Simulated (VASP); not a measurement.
**AlN (rocksalt type): single point with LDA**

AlN (rocksalt type):

```
Al N
1.0
     0.00000    1.92181    1.92181
     1.92181    0.00000    1.92181
     1.92181    1.92181    0.00000
Al N
1 1
Direct
  0.00000 0.00000 0.00000
  0.50000 0.50000 0.50000
```

This cell differs from its parent crystal: volume scaled by 0.88.

```json
{
  "Program": "VASP 6.6.1",
  "Task": "single point",
  "Functional": "LDA",
  "Potentials or basis": "VASP PAW LDA potentials, release 64 (Al, N)",
  "Cutoff": "600 eV",
  "k mesh": "15 × 15 × 15",
  "Occupations": "fermi-dirac, width 0.1 eV",
  "Spin": "no spin polarisation"
}
```

```
Pressure               : 46.6 GPa
Band gap on the k mesh : 4.91 eV, indirect (least direct gap 8.12 eV)
```

Levels at points of the mesh, in eV from the valence-band top:
| k point | band 2 | band 3 | band 4 | band 5 | band 6 | band 7 |
| --- | --- | --- | --- | --- | --- | --- |
| (0.00, 0.00, 0.00) | 0.00 | 0.00 | 0.00 | 8.15 | 12.48 | 12.48 |

It took 5.8 s on 1 thread of Intel(R) Xeon(R) 6975P-C (Granite Rapids), with other jobs on the host, peak memory 0.13 GiB.

 A k mesh can miss the band edges.
